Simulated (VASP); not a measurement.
Write the native input for VASP 6.6.1 that does the following.

```yaml
Task: single point
Functional: PBE
Potentials_or_basis: VASP PAW PBE potentials, release 64 (Co)
Cutoff: 520 eV
k_mesh: 20 × 20 × 12
Occupations: gaussian, width 0.05 eV
Spin: no spin polarisation
Dipole_correction: no
Further_INCAR_settings: ALGO = Normal; EDIFF = 1e-06; NBANDS = 16
```

The structure of Co lies in POSCAR:

```
Co
1.0
    2.4937131652      0.0000000000      0.0000000000
   -1.2468565826      2.1596189508      0.0000000000
    0.0000000000      0.0000000000      4.0300901819
Co
2
Direct
    0.3333333333      0.6666666667      0.2500000000
    0.6666666667      0.3333333333      0.7500000000
```

One way to write it, as run:

INCAR

```
ALGO = Normal
EDIFF = 1E-6
ENCUT = 520
GGA = PE
ISIF = 2
ISMEAR = 0
LASPH = T
LCHARG = F
LREAL = F
LWAVE = F
NBANDS = 16
NELM = 100
PREC = Accurate
SIGMA = 0.05
```

KPOINTS

```
k-points
0
Gamma
  20 20 12
```

Potentials or basis: VASP PAW PBE potentials, release 64 (Co).

Launch:

```sh
$ cat potpaw_PBE.64/Co/POTCAR > POTCAR
$ mpirun -np 1 vasp_std > vasp.out
```

It gave:

```json
{"Pressure": "-11.8 GPa", "Band gap on the k mesh": "zero (bands 9 and 10 overlap by 1.42 eV)"}
```

Caveat: the cell stands under tension; the run has no spin polarisation, though such a crystal can be magnetic.

It took 64 s on 1 thread of Intel Xeon 8259CL, with other jobs on the host, peak memory 0.21 GiB.
